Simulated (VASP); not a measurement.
# C (P6_3/mmc) in VASP: further runs, part 2 of 2

VASP 6.6.1. The steps go on from the part before.

### 4 Single point, PBE+D3(BJ) (volume scaled by 1.03, then relaxed in part)

File INCAR:

```
SYSTEM = C
PREC = Accurate ; ENCUT = 520
EDIFF = 1E-6 ; ISMEAR = 0
SIGMA = 0.1 ; LREAL = .FALSE.
LASPH = .TRUE. ; NELM = 80
ALGO = Normal ; ISIF = 2
LWAVE = .FALSE. ; LCHARG = .FALSE.
GGA = PE ; IVDW = 12
NBANDS = 16
```

File KPOINTS:

```
Automatic mesh
0
G
  21 21 6
  0 0 0
```

File POSCAR:

```
C
1.0
    2.4666400013      0.0000000000      0.0000000000
   -1.2333200006      2.1361729031      0.0000000000
    0.0000000000      0.0000000000      6.9371180448
C
4
Direct
    0.0000000000      0.0000000000      0.2500000000
    0.0000000000      0.0000000000      0.7500000000
    0.3333333333      0.6666666667      0.2500000000
    0.6666666667      0.3333333333      0.7500000000
```

Potentials or basis: VASP PAW PBE potentials, release 64 (C).

The run is started by

```console
$ cat potpaw_PBE.64/C/POTCAR > POTCAR
$ mpirun -np 1 vasp_std > vasp.out
```

OUTCAR:

```text
SYSTEM = C
   PREC = Accurate
   ENCUT = 520
   EDIFF = 1E-6
   ISMEAR = 0
   LREAL = .FALSE.
   LASPH = .TRUE.
   NELM = 80
   ISIF = 2
   GGA = PE
   IVDW = 12
 IVDW          = 12

 ion  position               nearest neighbor table
   1  0.000  0.000  0.250-   3 1.42   3 1.42   3 1.42
   2  0.000  0.000  0.750-   4 1.42   4 1.42   4 1.42
   3  0.333  0.667  0.250-   1 1.42   1 1.42   1 1.42
   4  0.667  0.333  0.750-   2 1.42   2 1.42   2 1.42

  LATTYP: Found a hexagonal cell.
 ALAT       =     2.4666400013
 C/A-ratio  =     2.8123755559

  Lattice vectors:

 A1 = (   2.4666400013,   0.0000000000,   0.0000000000)
 A2 = (  -1.2333200006,   2.1361729031,   0.0000000000)
 A3 = (   0.0000000000,   0.0000000000,   6.9371180448)

Analysis of symmetry for initial positions (statically):
=====================================================================
 Subroutine PRICEL returns:
 Original cell was already a primitive cell.

 Routine SETGRP: Setting up the symmetry group for a
 hexagonal supercell.

 Subroutine GETGRP returns: Found 24 space group operations
 (whereof 12 operations were pure point group operations)
 out of a pool of 24 trial point group operations.

The static configuration has the point symmetry D_3d.
 The point group associated with its full space group is D_6h.

Analysis of symmetry for dynamics (positions and initial velocities):
=====================================================================
 Subroutine PRICEL returns:
 Original cell was already a primitive cell.

 Routine SETGRP: Setting up the symmetry group for a
 hexagonal supercell.

 Subroutine GETGRP returns: Found 24 space group operations
 (whereof 12 operations were pure point group operations)
 out of a pool of 24 trial point group operations.

The dynamic configuration has the point symmetry D_3d.
 The point group associated with its full space group is D_6h.

 Subroutine INISYM returns: Found 24 space group operations
 (whereof 12 operations are pure point group operations),
 and found     1 'primitive' translations

----------------------------------------------------------------------------------------

                                     Primitive cell

  volume of cell :      36.5529

  direct lattice vectors                    reciprocal lattice vectors
     2.466640001  0.000000000  0.000000000     0.405409788  0.234063450  0.000000000
    -1.233320001  2.136172903  0.000000000     0.000000000  0.468126900  0.000000000
     0.000000000  0.000000000  6.937118045     0.000000000  0.000000000  0.144152081

  length of vectors
     2.466640001  2.466640001  6.937118045     0.468126900  0.468126900  0.144152081

  position of ions in fractional coordinates (direct lattice)
     0.000000000  0.000000000  0.250000000
     0.000000000  0.000000000  0.750000000
     0.333333333  0.666666667  0.250000000
     0.666666667  0.333333333  0.750000000

  ion indices of the primitive-cell ions
   primitive index   ion index
                 1           1
                 2           2
                 3           3
                 4           4

----------------------------------------------------------------------------------------

[... 25 lines left out ...]
            Coordinates               Weight
  0.000000  0.000000  0.000000      1.000000
  0.047619 -0.000000  0.000000      6.000000
  0.095238 -0.000000  0.000000      6.000000
  0.142857 -0.000000  0.000000      6.000000
  0.190476 -0.000000  0.000000      6.000000
  0.238095 -0.000000  0.000000      6.000000
[... 16 lines left out ...]
  0.142857  0.095238  0.000000     12.000000
  0.190476  0.095238  0.000000     12.000000
 [... further k-points ...]
   k-points           NKPTS =    192   k-points in BZ     NKDIM =    192   number of bands    NBANDS=     16
   number of dos      NEDOS =    301   number of ions     NIONS =      4
   total plane-waves  NPLWV =  17496
   dimension x,y,z NGX =    18 NGY =   18 NGZ =   54
   dimension x,y,z NGXF=    36 NGYF=   36 NGZF=  108
   ions per type =               4
   NGX,Y,Z   is equivalent  to a cutoff of  12.13, 12.13, 12.94 a.u.
   NGXF,Y,Z  is equivalent  to a cutoff of  24.26, 24.26, 25.88 a.u.
 SYSTEM =  C
   PREC   = accura    normal or accurate (medium, high low for compatibility)
   ISTART =      0    job   : 0-new  1-cont  2-samecut
   ICHARG =      2    charge: 1-file 2-atom 10-const
   ISPIN  =      1    spin polarized calculation?
   LNONCOLLINEAR =      F non collinear calculations
   LSORBIT =      F    spin-orbit coupling
   LASPH  =      T    aspherical Exc in radial PAW
   ENCUT  =  520.0 eV  38.22 Ry    6.18 a.u.   4.59  4.59 12.90*2*pi/ulx,y,z
   NELM   =     80;   NELMIN=  2; NELMDL= -5     # of ELM steps
   EDIFF  = 0.1E-05   stopping-criterion for ELM
   LREAL  =      F    real-space projection
   EDIFFG = 0.1E-04   stopping-criterion for IOM
   NSW    =      0    number of steps for IOM
   IBRION =     -1    ionic relax: 0-MD 1-quasi-New 2-CG
   NFREE  =      0    steps in history (QN), initial steepest desc. (CG)
   ISIF   =      2    stress and relaxation
   ISYM   =      2    0-nonsym 1-usesym 2-fastsym
   POTIM  = 0.5000    time-step for ionic-motion
   TEBEG  =    0.0;   TEEND  =   0.0 temperature during run
   PSTRESS=    0.0 pullay stress
   NELECT =      16.0000    total number of electrons
   NUPDOWN=      -1.0000    fix difference up-down
   EMIN   =  10.00;   EMAX   =-10.00  energy-range for DOS
   EFERMI =   0.00;   METHOD = LEGACY
   ISMEAR =     0;   SIGMA  =   0.10  broadening in eV -4-tet -1-fermi 0-gaus
   EFERMI_NEDOS =   21; number of points for ismear=-14 and -15
   IALGO  =     38    algorithm
   IMIX   =      4    mixing-type and parameters
     AMIX     =   0.40;   BMIX     =  1.00
     AMIX_MAG =   1.60;   BMIX_MAG =  1.00
  volume/ion in A,a.u.               =       9.14        61.67
  Fermi-wavevector in a.u.,A,eV,Ry     =   1.243009  2.348947 21.021985  1.545072
  Thomas-Fermi vector in A             =   2.377339
   LORBIT       =      0    0 simple, 1 ext, 2 COOP (PROOUT), +10 PAW based schemes
   GGA     = PE    functional components
   LHFCALC =     F    Hartree Fock is set to
   AEXX    =    0.0000 exact exchange contribution
   IVDW    =    12    specifies the selected vdW correction
   LEPSILON=     F    determine dielectric tensor
   LRPA    =     F    only Hartree local field effects (RPA)
 non-spin polarized calculation
 Gauss-broadening in eV      SIGMA  =   0.10
  energy-cutoff  :      520.00
  volume of cell :       36.55
 maximum number of plane-waves:      1004
   NGX =  9   NGY =  9   NGZ = 25

 number of electron      15.9999995 magnetization

 Free energy of the ion-electron system (eV)
  ---------------------------------------------------
  ext. energy  EPLUGINS =         0.00000000
  ---------------------------------------------------
  free energy    TOTEN  =       -36.86669959 eV

  energy without entropy =      -36.86610575  energy(sigma->0) =      -36.86640267

 E-fermi :   4.3778     XC(G=0): -10.0900

 val. band max:        4.3750416040   @ k =   0.3333   0.3333   0.5000
 cond. band min:       4.3838695239   @ k =   0.3333   0.3333   0.3333
 fundamental gap:      0.0088279199
 Fermi energy:         4.3778115408

 k-point     1 :       0.0000    0.0000    0.0000
  band No.  band energies     occupation
      1     -15.2273      2.00000
      2     -14.9962      2.00000
      3      -3.9884      2.00000
      4      -2.3319      2.00000
      5       1.3564      2.00000
      6       1.3564      2.00000
[... 433 lines left out ...]
      3      -2.7983      2.00000
      4      -2.7391      2.00000
      5      -2.1859      2.00000
      6      -1.1308      2.00000
[... 8 lines left out ...]
     15      16.2615      0.00000
     16      16.4418      0.00000

 [... further k-points ...]

------------------------ aborting loop because EDIFF is reached ----------------------------------------

 Edisp (eV)   -0.60075

 E8    (eV) :    -0.1695

  FORCE on cell =-STRESS in cart. coord.  units (eV):
  Direction    XX          YY          ZZ          XY          YZ          ZX
  --------------------------------------------------------------------------------------
  -------------------------------------------------------------------------------------
  Total      -0.02391    -0.02391    -0.20359    -0.00000    -0.00000     0.00000
  in kB      -1.04815    -1.04815    -8.92381    -0.00000    -0.00000     0.00000
  external pressure =       -3.67 kB  Pullay stress =        0.00 kB

 VOLUME and BASIS-vectors are now :
 -----------------------------------------------------------------------------
  energy-cutoff  :      520.00
  volume of cell :       36.55
      direct lattice vectors                 reciprocal lattice vectors
     2.466640001  0.000000000  0.000000000     0.405409788  0.234063450  0.000000000
    -1.233320001  2.136172903  0.000000000     0.000000000  0.468126900  0.000000000
     0.000000000  0.000000000  6.937118045     0.000000000  0.000000000  0.144152081

 POSITION                                       TOTAL-FORCE (eV/Angst)
 -----------------------------------------------------------------------------------
      0.00000      0.00000      1.73428         0.000000      0.000000      0.000000
      0.00000      0.00000      5.20284        -0.000000     -0.000000     -0.000000
     -0.00000      1.42412      1.73428         0.000000     -0.000000      0.000000
      1.23332      0.71206      5.20284        -0.000000      0.000000      0.000000
 -----------------------------------------------------------------------------------
    total drift:                                0.000000     -0.000000      0.000000

  FREE ENERGIE OF THE ION-ELECTRON SYSTEM (eV)
  ---------------------------------------------------
  free  energy   TOTEN  =       -37.4674534795 eV

  energy  without entropy=      -37.4668596426  energy(sigma->0) =      -37.46715656
```

stdout:

```text
POSCAR found type information on POSCAR C
 POSCAR found :  1 types and       4 ions
 scaLAPACK will be used
 LDA part: xc-table for (Slater+PW92), standard interpolation
 POSCAR, INCAR and KPOINTS ok, starting setup
 FFT: planning ... GRIDC
 FFT: planning ... GRID_SOFT
 FFT: planning ... GRID
 WAVECAR not read
 entering main loop
```

Run time: 78 s. Hardware: 1 thread of Intel Xeon Platinum 8375C at 2.90GHz (Ice Lake), shared host; peak memory 0.21 GiB.

Results:

| Property | Result |
| --- | --- |
| Free energy | -37.4675 eV |
| Pressure | -0.4 GPa |
| Band gap on the k mesh | zero (band 8 reaches 4.38 eV, above the bottom of band 9 at 4.37 eV) |
| Dispersion energy per atom | -0.150 eV |

Levels at points of the mesh, in eV from the Fermi level:
```csv
k point,band 5,band 6,band 7,band 8,band 9,band 10,band 11,band 12
"(0.00, 0.00, 0.00)",-3.02,-3.02,-3.01,-3.01,4.04,8.31,8.31,8.35
"(0.00, 0.00, 0.50)",-3.01,-3.01,-3.01,-3.01,6.42,6.42,8.33,8.33
```

### 5 Summary

```tsv
cell	gap on the mesh (eV)	pressure (GPa)
a = 2.460, b = 2.460, c = 6.366 Å, angles 90.0, 90.0, 120.0°, 4 atoms	none	3.2
a = 2.463, b = 2.463, c = 6.553 Å, angles 90.0, 90.0, 120.0°, 4 atoms	none	1.6
a = 2.467, b = 2.467, c = 6.937 Å, angles 90.0, 90.0, 120.0°, 4 atoms	none	-0.4
```

Alike in all rows: task single point; level PBE+D3(BJ); potentials or basis VASP PAW PBE potentials, release 64 (C); no spin polarisation; k mesh 21 × 21 × 6; cutoff (eV) 520; smearing gaussian 0.1 eV.

Absolute energies hang on the potentials; compare differences alone.
